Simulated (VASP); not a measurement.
# AlN (P1) in VASP: single point with PBE

Aim: the single point of AlN with PBE.

Program: VASP 6.6.1. These are calculated values, not measurements. Logs are shortened: lines on timing, memory, paths and dates and some standing lists are left out, and cuts for length are marked.

## 1. The cell of the first run

The typed cell holds 36 atoms: a = 7.387 Å, b = 7.387 Å, c = 7.387 Å, α = 78.93°, β = 78.93°, γ = 78.93°.

## 2. Single point, PBE

INCAR

```
SYSTEM = AlN
PREC = Accurate
ENCUT = 520
EDIFF = 1E-6
ISMEAR = 0
SIGMA = 0.02
LREAL = Auto
LASPH = .True.
NELM = 60
ALGO = Normal
ISIF = 2
LWAVE = .False.
LCHARG = .True.
GGA = PE
LELF = .True.
LVHAR = .True.
NBANDS = 96
```

KPOINTS

```
Automatic mesh
0
Gamma
  2 2 2
  0.5 0.5 0.5
```

POSCAR

```
AlN
1.0
   -4.6953054928     -2.7108358902      5.0180193525
    4.6953054928     -2.7108358902      5.0180193525
    0.0000000000      5.4216717804      5.0180193525
Al N
18 18
Direct
    0.6105689692      0.6112585476      0.2760005555
    0.6105055744      0.2778338504      0.6094196269
    0.2771934597      0.9445300088      0.2760119445
    0.9438360648      0.2778452182      0.2759697372
    0.2772419072      0.6112328158      0.6093685716
    0.6105411439      0.9444742872      0.9427266260
    0.2771997504      0.2778480531      0.9426255927
    0.9438996305      0.9444427597      0.6093033667
    0.9439105378      0.6111279614      0.9426270277
    0.8884176301      0.5555800441      0.5537762839
    0.8883054962      0.2222346235      0.8870893949
    0.5549786228      0.8889916675      0.5537774416
    0.2216736825      0.2222987583      0.5537359269
    0.5549876060      0.5556285044      0.8871072420
    0.8883476745      0.8889275778      0.2204567992
    0.5550856688      0.2223153778      0.2204414537
    0.2216172450      0.8889791907      0.8871609956
    0.2217590249      0.5555262717      0.2204014011
    0.7377657188      0.7383391648      0.4032689180
    0.7376923043      0.4050167730      0.7365599071
    0.4044600233      0.0716940403      0.4031798454
    0.0710800158      0.4050054669      0.4031369515
    0.4042987908      0.7383638473      0.7365106838
    0.7377777690      0.0716507174      0.0699205117
    0.4044187404      0.4049898046      0.0698654766
    0.0710761436      0.0716695079      0.7365040233
    0.0710944811      0.7383338105      0.0698370000
    0.6821405152      0.3495017653      0.3477199536
    0.6822285074      0.0161103130      0.6810506561
    0.3488341798      0.6828029172      0.3476163394
    0.0155046031      0.0161638298      0.3476656609
    0.3488335477      0.3495036297      0.6809603260
    0.6821717774      0.6827644552      0.0143341425
    0.3488586530      0.0161421985      0.0142493936
    0.0154914637      0.6827154319      0.6809429457
    0.0154914687      0.3493969006      0.0143100991
```

Potentials or basis: VASP PAW PBE potentials, release 64 (Al, N).

On the command line:

```bash
> cat potpaw_PBE.64/Al/POTCAR potpaw_PBE.64/N/POTCAR > POTCAR
> mpirun -np 1 vasp_std > vasp.out
```

OUTCAR:

```text
SYSTEM = AlN
   PREC = Accurate
   ENCUT = 520
   EDIFF = 1E-6
   ISMEAR = 0
   LREAL = Auto
   LASPH = .True.
   NELM = 60
   ISIF = 2
   GGA = PE

 ion  position               nearest neighbor table
   1  0.611  0.611  0.276-  33 1.90  30 1.90  28 1.90  19 1.91  15 3.09  12 3.09  18 3.09  16 3.09
                            10 3.09  14 3.09   6 3.13   3 3.13   4 3.13   5 3.13   9 3.13   2 3.13
   2  0.611  0.278  0.609-  32 1.90  28 1.90  29 1.90  20 1.91  11 3.09  14 3.09  12 3.09  13 3.09
                            16 3.09  10 3.09   7 3.13   5 3.13   6 3.13   4 3.13   8 3.13   1 3.13
   3  0.277  0.945  0.276-  31 1.90  30 1.90  34 1.90  21 1.91  13 3.09  17 3.09  15 3.09  12 3.09
                            18 3.09  16 3.09   8 3.13   6 3.13   1 3.13   5 3.13   4 3.13   7 3.13
   4  0.944  0.278  0.276-  36 1.90  31 1.90  28 1.90  22 1.91  16 3.09  15 3.09  11 3.09  10 3.09
                            18 3.09  13 3.09   9 3.13   3 3.13   1 3.13   7 3.13   8 3.13   2 3.13
   5  0.277  0.611  0.609-  32 1.90  35 1.90  30 1.90  23 1.91  14 3.09  12 3.09  17 3.09  10 3.09
                            13 3.09  18 3.09   8 3.13   9 3.13   7 3.13   3 3.13   2 3.13   1 3.13
   6  0.611  0.944  0.943-  34 1.90  29 1.90  33 1.90  24 1.91  11 3.09  14 3.09  15 3.09  16 3.09
                            17 3.09  12 3.09   1 3.13   3 3.13   2 3.13   7 3.13   9 3.13   8 3.13
   7  0.277  0.278  0.943-  32 1.90  36 1.90  34 1.90  25 1.91  18 3.09  17 3.09  13 3.09  14 3.09
                            11 3.09  16 3.09   2 3.13   9 3.13   5 3.13   3 3.13   4 3.13   6 3.13
   8  0.944  0.944  0.609-  31 1.90  29 1.90  35 1.90  26 1.91  10 3.09  15 3.09  12 3.09  11 3.09
                            17 3.09  13 3.09   5 3.13   3 3.13   9 3.13   4 3.13   6 3.13   2 3.13
   9  0.944  0.611  0.943-  35 1.90  36 1.90  33 1.90  27 1.91  10 3.09  14 3.09  17 3.09  11 3.09
[... 23 lines left out ...]
  23  0.404  0.738  0.737-  17 1.90  14 1.90  12 1.90   5 1.91
  24  0.738  0.072  0.070-  15 1.90  16 1.90  11 1.90   6 1.91
[... 10 lines left out ...]
  35  0.015  0.683  0.681-   9 1.90   5 1.90   8 1.90  10 1.91
  36  0.015  0.349  0.014-   4 1.90   7 1.90   9 1.90  11 1.91

  LATTYP: Found a trigonal (rhomboedric) cell.
 ALAT       =     7.3874923429
 COS(alpha) =     0.1920888226

  Lattice vectors:

 A1 = (  -4.6953054928,  -2.7108358902,   5.0180193525)
 A2 = (   4.6953054928,  -2.7108358902,   5.0180193525)
 A3 = (   0.0000000000,   5.4216717804,   5.0180193525)

Analysis of symmetry for initial positions (statically):
=====================================================================
 Subroutine PRICEL returns:
 Original cell was already a primitive cell.

 Routine SETGRP: Setting up the symmetry group for a
 trigonal (rhombohedral) supercell.

 Subroutine GETGRP returns: Found  1 space group operations
 (whereof  1 operations were pure point group operations)
 out of a pool of 12 trial point group operations.

The static configuration has the point symmetry C_1 .

Analysis of symmetry for dynamics (positions and initial velocities):
=====================================================================
 Subroutine PRICEL returns:
 Original cell was already a primitive cell.

 Routine SETGRP: Setting up the symmetry group for a
 trigonal (rhombohedral) supercell.

 Subroutine GETGRP returns: Found  1 space group operations
 (whereof  1 operations were pure point group operations)
 out of a pool of 12 trial point group operations.

The dynamic configuration has the point symmetry C_1 .

 Subroutine INISYM returns: Found  1 space group operations
 (whereof  1 operations are pure point group operations),
 and found     1 'primitive' translations

----------------------------------------------------------------------------------------

                                     Primitive cell

  volume of cell :     383.2222

  direct lattice vectors                    reciprocal lattice vectors
    -4.695305493 -2.710835890  5.018019352    -0.106489344 -0.061481651  0.066427271
     4.695305493 -2.710835890  5.018019352     0.106489344 -0.061481651  0.066427271
     0.000000000  5.421671780  5.018019352     0.000000000  0.122963302  0.066427271

  length of vectors
     7.387492343  7.387492343  7.387492343     0.139758921  0.139758921  0.139758921

  position of ions in fractional coordinates (direct lattice)
     0.610568969  0.611258548  0.276000555
     0.610505574  0.277833850  0.609419627
     0.277193460  0.944530009  0.276011944
     0.943836065  0.277845218  0.275969737
     0.277241907  0.611232816  0.609368572
     0.610541144  0.944474287  0.942726626
[... 28 lines left out ...]
     0.015491464  0.682715432  0.680942946
     0.015491469  0.349396901  0.014310099

  ion indices of the primitive-cell ions
   primitive index   ion index
                 1           1
                 2           2
                 3           3
                 4           4
                 5           5
                 6           6
[... 28 lines left out ...]
                35          35
                36          36

----------------------------------------------------------------------------------------

 KPOINTS: Automatic mesh

Automatic generation of k-mesh.
 Grid dimensions read from file:
 generate k-points for:    2    2    2

 Generating k-lattice:

  Cartesian coordinates                     Fractional coordinates (reciprocal lattice)
    -0.053244672 -0.030740826  0.033213636     0.500000000 -0.000000000  0.000000000
     0.053244672 -0.030740826  0.033213636    -0.000000000  0.500000000  0.000000000
     0.000000000  0.061481651  0.033213636     0.000000000  0.000000000  0.500000000

  Length of vectors
     0.069879461  0.069879461  0.069879461

  Shift w.r.t. Gamma in fractional coordinates (k-lattice)
     0.500000000  0.500000000  0.500000000

 Subroutine IBZKPT returns following result:
 ===========================================

 Found      4 irreducible k-points:

 Following reciprocal coordinates:
            Coordinates               Weight
  0.250000  0.250000  0.250000      2.000000
 -0.250000  0.250000  0.250000      2.000000
  0.250000 -0.250000  0.250000      2.000000
  0.250000  0.250000 -0.250000      2.000000
   k-points           NKPTS =      4   k-points in BZ     NKDIM =      4   number of bands    NBANDS=     96
   number of dos      NEDOS =    301   number of ions     NIONS =     36
   total plane-waves  NPLWV = 175616
   dimension x,y,z NGX =    56 NGY =   56 NGZ =   56
   dimension x,y,z NGXF=   112 NGYF=  112 NGZF=  112
   ions per type =              18  18
   NGX,Y,Z   is equivalent  to a cutoff of  12.60, 12.60, 12.60 a.u.
   NGXF,Y,Z  is equivalent  to a cutoff of  25.20, 25.20, 25.20 a.u.
 SYSTEM =  AlN
   PREC   = accura    normal or accurate (medium, high low for compatibility)
   ISTART =      0    job   : 0-new  1-cont  2-samecut
   ICHARG =      2    charge: 1-file 2-atom 10-const
   ISPIN  =      1    spin polarized calculation?
   LNONCOLLINEAR =      F non collinear calculations
   LSORBIT =      F    spin-orbit coupling
   LASPH  =      T    aspherical Exc in radial PAW
   ENCUT  =  520.0 eV  38.22 Ry    6.18 a.u.  13.74 13.74 13.74*2*pi/ulx,y,z
   NELM   =     60;   NELMIN=  2; NELMDL= -5     # of ELM steps
   EDIFF  = 0.1E-05   stopping-criterion for ELM
   LREAL  =      T    real-space projection
   EDIFFG = 0.1E-04   stopping-criterion for IOM
   NSW    =      0    number of steps for IOM
   IBRION =     -1    ionic relax: 0-MD 1-quasi-New 2-CG
   NFREE  =      0    steps in history (QN), initial steepest desc. (CG)
   ISIF   =      2    stress and relaxation
   ISYM   =      2    0-nonsym 1-usesym 2-fastsym
   POTIM  = 0.5000    time-step for ionic-motion
   TEBEG  =    0.0;   TEEND  =   0.0 temperature during run
   PSTRESS=    0.0 pullay stress
   NELECT =     144.0000    total number of electrons
   NUPDOWN=      -1.0000    fix difference up-down
   EMIN   =  10.00;   EMAX   =-10.00  energy-range for DOS
   EFERMI =   0.00;   METHOD = LEGACY
   ISMEAR =     0;   SIGMA  =   0.02  broadening in eV -4-tet -1-fermi 0-gaus
   EFERMI_NEDOS =   21; number of points for ismear=-14 and -15
   IALGO  =     38    algorithm
   IMIX   =      4    mixing-type and parameters
     AMIX     =   0.40;   BMIX     =  1.00
     AMIX_MAG =   1.60;   BMIX_MAG =  1.00
  volume/ion in A,a.u.               =      10.65        71.84
  Fermi-wavevector in a.u.,A,eV,Ry     =   1.181351  2.232429 18.988142  1.395589
  Thomas-Fermi vector in A             =   2.317626
   LORBIT       =      0    0 simple, 1 ext, 2 COOP (PROOUT), +10 PAW based schemes
   GGA     = PE    functional components
   LHFCALC =     F    Hartree Fock is set to
   AEXX    =    0.0000 exact exchange contribution
   IVDW    =     0    specifies the selected vdW correction
   LEPSILON=     F    determine dielectric tensor
   LRPA    =     F    only Hartree local field effects (RPA)
 non-spin polarized calculation
 Gauss-broadening in eV      SIGMA  =   0.02
  energy-cutoff  :      520.00
  volume of cell :      383.22
 maximum number of plane-waves:     10309
 NGX is ok and might be reduce to    54
   NGX = 27   NGY = 27   NGZ = 27

 number of electron     144.0000003 magnetization

 Free energy of the ion-electron system (eV)
  ---------------------------------------------------
  ext. energy  EPLUGINS =         0.00000000
  ---------------------------------------------------
  free energy    TOTEN  =      -268.02015200 eV

  energy without entropy =     -268.02015200  energy(sigma->0) =     -268.02015200

 E-fermi :   5.8780     XC(G=0): -10.8269

 val. band max:        5.7515568286   @ k =   0.2500  -0.2500   0.2500
 cond. band min:      10.9755747259   @ k =  -0.2500   0.2500   0.2500
 fundamental gap:      5.2240178973
 Fermi energy:         5.8779785814

 k-point     1 :       0.2500    0.2500    0.2500
  band No.  band energies     occupation
      1      -8.8717      2.00000
      2      -7.8710      2.00000
      3      -7.8707      2.00000
      4      -7.8701      2.00000
      5      -7.4369      2.00000
      6      -7.4306      2.00000
[... 337 lines left out ...]
     83      12.4368      0.00000
     84      12.4376      0.00000
 [bands above 84 left out]

------------------------ aborting loop because EDIFF is reached ----------------------------------------

  FORCE on cell =-STRESS in cart. coord.  units (eV):
  Direction    XX          YY          ZZ          XY          YZ          ZX
  --------------------------------------------------------------------------------------
  -------------------------------------------------------------------------------------
  Total       -0.6483914     -0.6473156     -0.5264953      0.0043545      0.0113957     -0.0001708
  in kB       -2.7107981     -2.7063001     -2.2011741      0.0182051      0.0476433     -0.0007141
  external PRESSURE =      -2.5394241 kB  Pullay stress =       0.0000000 kB

 VOLUME and BASIS-vectors are now :
 -----------------------------------------------------------------------------
  energy-cutoff  :      520.00
  volume of cell :      383.22
      direct lattice vectors                 reciprocal lattice vectors
    -4.695305493 -2.710835890  5.018019352    -0.106489344 -0.061481651  0.066427271
     4.695305493 -2.710835890  5.018019352     0.106489344 -0.061481651  0.066427271
     0.000000000  5.421671780  5.018019352     0.000000000  0.122963302  0.066427271

 POSITION                                       TOTAL-FORCE (eV/Angst)
 -----------------------------------------------------------------------------------
      0.00324     -1.81579      7.51613        -0.004469      0.009658     -0.000383
     -1.56200      0.89593      7.51578        -0.004335     -0.003582      0.001984
      3.13335     -1.81545      7.51567        -0.004015     -0.004176     -0.000259
     -3.12703     -1.81556      7.51524         0.001560      0.004024      0.003130
      1.56819      0.89529      7.51621        -0.000931     -0.000704     -0.009476
      1.56792      0.89576     12.53372        -0.002498     -0.000671      0.001410
[... 28 lines left out ...]
      3.13282      1.79912      6.92060         0.000708     -0.003522      0.010726
      1.56779     -0.91157      1.90283         0.003464     -0.006154      0.001446
 -----------------------------------------------------------------------------------
    total drift:                               -0.000689      0.010684      0.003311

  FREE ENERGIE OF THE ION-ELECTRON SYSTEM (eV)
  ---------------------------------------------------
  free  energy   TOTEN  =      -268.0201519956 eV

  energy  without entropy=     -268.0201519956  energy(sigma->0) =     -268.02015200
```

Wall time 7.9 min (1 thread of Oxide Virtual Turin-like, shared host); peak memory 0.41 GiB.

What came out:

```yaml
Free_energy: -268.0202 eV
Pressure: -0.3 GPa
Largest_force: 0.015 eV/Å
Band_gap_on_the_k_mesh: 5.22 eV
```

Forces on the atoms (eV/Å):
```
Al  -0.004  0.010  0.000
Al  -0.004 -0.004  0.002
Al  -0.004 -0.004  0.000
Al   0.002  0.004  0.003
Al  -0.001 -0.001 -0.009
Al  -0.002 -0.001  0.001
Al  -0.001  0.003  0.001
Al   0.002  0.005  0.004
Al   0.004  0.006  0.001
Al   0.001  0.005 -0.010
Al   0.000  0.001 -0.001
Al  -0.003  0.004  0.004
Al   0.000  0.003  0.002
Al   0.003  0.000  0.001
Al  -0.005  0.005  0.001
Al   0.005  0.008 -0.001
Al  -0.005 -0.005 -0.005
Al   0.011  0.006  0.005
N    0.003 -0.006 -0.003
N   -0.003 -0.006  0.003
N    0.004 -0.002 -0.004
N   -0.002 -0.001  0.000
N   -0.005 -0.004  0.014
N    0.003 -0.003 -0.006
N   -0.004 -0.006 -0.005
N    0.001 -0.002 -0.002
N   -0.001  0.004 -0.003
N   -0.002 -0.006 -0.001
N    0.005 -0.002 -0.007
N    0.001 -0.001  0.004
N   -0.002 -0.003 -0.005
N    0.001  0.001 -0.003
N   -0.001 -0.006  0.002
N    0.002  0.007  0.004
N    0.001 -0.004  0.011
N    0.003 -0.006  0.001
```

Levels at points of the mesh, in eV from the valence-band top:
```tsv
k point	band 70	band 71	band 72	band 73	band 74	band 75
(0.25, 0.25, 0.25)	-0.36	-0.09	-0.09	5.22	5.82	5.82
```

Caveat: a shifted mesh leaves out Γ, where band edges can lie. A k mesh can miss the band edges.
